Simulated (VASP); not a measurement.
Si, 2 atoms in the cell. It takes space group Fd-3m (No. 227, cubic). The conventional cell has a = 5.470 Å, b = 5.470 Å, c = 5.470 Å, α = 90.00°, β = 90.00°, γ = 90.00°. Si (site symmetry -43m) has 4 Si at 2.37 Å within 3.1 Å. 

| Property | Result |
| --- | --- |
| Program | VASP 6.6.1 |
| Task | vibrations by perturbation theory |
| Functional | PBE |
| Potentials or basis | VASP PAW PBE potentials, release 64 (Si) |
| Cutoff | 520 eV |
| k mesh | 8 × 8 × 8 |
| Occupations | gaussian, width 0.01 eV |
| Spin | no spin polarisation |
| Dipole correction | no |
| Further INCAR settings | ALGO = Normal; EDIFF = 1e-08; IBRION = 8; NSW = 1 |

Potentials or basis: VASP PAW PBE potentials, release 64 (Si).

Launch:

```sh
$ cat potpaw_PBE.64/Si/POTCAR > POTCAR
$ mpirun -np 1 vasp_std > vasp.out
```

Hardware: 1 thread of Intel(R) Xeon(R) Platinum 8259CL CPU @ 2.50GHz (Skylake/Cascade Lake), on a shared host.

Question: Estimate the wall time of this run.

Answer: Wall time 66 s on 1 thread of Intel(R) Xeon(R) Platinum 8259CL CPU @ 2.50GHz (Skylake/Cascade Lake), on a shared host, peak memory 0.21 GiB. Counts: scf iterations 28, k points 29.
